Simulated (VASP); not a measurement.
Here is a VASP 6.6.1 calculation.

INCAR

```
  ALGO = Normal
  EDIFF = 1E-6
  ENCUT = 520
  GGA = PE
  ISIF = 2
  ISMEAR = -1
  ISPIN = 2
  LASPH = T
  LCHARG = F
  LMAXMIX = 4
  LORBIT = 11
  LREAL = F
  LWAVE = F
  MAGMOM = 0 0 0 0 0 0 2 2
  NBANDS = 69
  NELM = 150
  PREC = Accurate
  SIGMA = 0.05
```

File KPOINTS:

```
k-points
0
Gamma
  5 5 5
```

Contents of POSCAR:

```
VGe3
1.0
    4.7680000000      0.0000000000      0.0000000000
    0.0000000000      4.7680000000      0.0000000000
    0.0000000000      0.0000000000      4.7680000000
Ge V
6 2
Direct
    0.2500000000      0.0000000000      0.5000000000
    0.5000000000      0.7500000000      0.0000000000
    0.7500000000      0.0000000000      0.5000000000
    0.5000000000      0.2500000000      0.0000000000
    0.0000000000      0.5000000000      0.7500000000
    0.0000000000      0.5000000000      0.2500000000
    0.0000000000      0.0000000000      0.0000000000
    0.5000000000      0.5000000000      0.5000000000
```

Potentials or basis: VASP PAW PBE potentials, release 64 (Ge_d, V_sv).

Launch:

```console
$ cat potpaw_PBE.64/Ge_d/POTCAR potpaw_PBE.64/V_sv/POTCAR > POTCAR
$ mpirun -np 1 vasp_std > vasp.out
```

Question: Predict the net moment.

Answer: 2.39 μB per cell.

Question: Estimate the pressure.

Answer: 28.3 GPa.

Question: Estimate the site moments.

Answer: Ge -0.01; V +1.08 μB.

Caveat: the cell stands under pressure.
